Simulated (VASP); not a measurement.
Wanted: the native input for a VASP 6.6.1 run.

```yaml
Task: single point
Functional: PBE
Potentials_or_basis: VASP PAW PBE potentials, release 64 (Ti_sv, Zn, N)
Cutoff: 520 eV
k_mesh: 6 × 6 × 2
Occupations: gaussian, width 0.2 eV
Spin: collinear spin
Starting_moments: "[1.0, 0.0, 0.0, 0.0, 0.0, 0.0] μB"
Dipole_correction: no
Further_INCAR_settings: ALGO = Normal; EDIFF = 1e-06; NBANDS = 46
```

The structure of TiZn4N lies in POSCAR:

```
TiZn4N
1.0
    3.0364200760      0.0000000000      0.0000000000
   -1.5182100380      2.6296169224      0.0000000000
    0.0000000000      0.0000000000     11.1256764721
Ti Zn N
1 4 1
Direct
    0.0000000000      0.0000000000      0.0030956627
    0.3333333333      0.6666666667      0.6028947646
    0.6666666667      0.3333333333      0.7941671684
    0.3333333333      0.6666666667      0.2470707042
    0.0000000000      0.0000000000      0.4258551165
    0.6666666667      0.3333333333      0.0769165836
```

The input as run:

INCAR

```
  PREC = Accurate
  ENCUT = 520
  EDIFF = 1E-6
  ISMEAR = 0
  SIGMA = 0.2
  LREAL = F
  LASPH = T
  NELM = 150
  ALGO = Normal
  ISIF = 2
  LWAVE = F
  LCHARG = T
  ISPIN = 2
  MAGMOM = 1 0 0 0 0 0
  LORBIT = 11
  LMAXMIX = 4
  GGA = PE
  LELF = T
  LVHAR = T
  NBANDS = 46
```

KPOINTS

```
regular mesh
0
Gamma
  6 6 2
```

Potentials or basis: VASP PAW PBE potentials, release 64 (Ti_sv, Zn, N).

The run is started by

```bash
$ cat potpaw_PBE.64/Ti_sv/POTCAR potpaw_PBE.64/Zn/POTCAR potpaw_PBE.64/N/POTCAR > POTCAR
$ mpirun -np 1 vasp_std > vasp.out
```

It gave:

```
Pressure                                              : 0.6 GPa
Largest force                                         : 0.065 eV/Å
Net moment                                            : 0.00 μB per cell
Valence electrons inside the program's atomic spheres : Ti 10.44; Zn 10.72, 10.70, 10.65, 10.75; N 3.73
```

Caveat: the k points lie up to 0.40 Å⁻¹ apart.

Wall time 3.3 min on 1 thread of Intel Xeon 8259CL (shared host), peak memory 0.29 GiB.
